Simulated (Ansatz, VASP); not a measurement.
# Pt in VASP and in Ansatz

The input INCAR:

```
PREC     = Accurate       # precision mode
ENCUT    = 500            # plane-wave cutoff, eV
EDIFF    = 1E-6           # SCF threshold, eV
ISMEAR   = -1             # smearing method
SIGMA    = 0.05           # smearing width, eV
LREAL    = False          # projectors in reciprocal space
LASPH    = True           # aspherical terms in the spheres
NELM     = 120            # most SCF steps
ALGO     = Normal         # electronic algorithm
ISIF     = 2              # what is computed and relaxed
LWAVE    = False          # write WAVECAR
LCHARG   = False          # write CHGCAR
GGA      = CA             # functional
NBANDS   = 25             # bands
GGA_COMPAT= False
```

Contents of KPOINTS:

```
Automatic mesh
0
Gamma
  11 11 6
```

The input POSCAR:

```
Pt
1.0
    2.7969943295      0.0000000000      0.0000000000
   -1.3984971647      2.4222681435      0.0000000000
    0.0000000000      0.0000000000      4.8551956265
Pt
2
Direct
    0.3333333333      0.6666666667      0.2500000000
    0.6666666667      0.3333333333      0.7500000000
```

input.yaml

```yaml
crystal:
  lattice:
    - [2.7969943295, 0.0, 0.0]
    - [-1.3984971647, 2.4222681435, 0.0]
    - [0.0, 0.0, 4.8551956265]
  atoms:
    - { symbol: Pt, position: [0.3333333333, 0.6666666667, 0.25] }
    - { symbol: Pt, position: [0.6666666667, 0.3333333333, 0.75] }
hamiltonian:
  xc: lda
  pseudopotentials: { kind: paw }
kpoints:
  mp_grid: { grid: [11, 11, 6] }
scf:
  occupations: { method: fermi_dirac, width: 0.05 }
output:
  forces: true
  stress: true
  eigenvalues: true
```

Alike in both runs: task single point; functional LDA; k mesh 11 × 11 × 6; occupations fermi-dirac, width 0.05 eV; no spin polarisation.

|  | VASP | Ansatz |
| --- | --- | --- |
| version | VASP 6.6.1 | Ansatz 0.2.0 |
| potentials or method | VASP PAW LDA potentials, release 64 (Pt_sv_GW) | Ansatz PAW |
| plane-wave cutoff (eV) | 500 | 420 |
| valence electrons in the cell | 36 | 36 |

```tsv
	VASP	Ansatz	Ansatz less VASP
gap on the k mesh at the Fermi level (eV)	none	none	-
pressure (GPa)	-25.4	-23.0	+2.35
traceless stress, the component that is largest in VASP (GPa)	0.49	0.68	+0.185
```

LDA's correlation is that of Perdew and Zunger in VASP and of Perdew and Wang (1992) in Ansatz. A gap of «none» marks a metal or a gap that the smearing closes.

Spin-orbit coupling is off throughout.
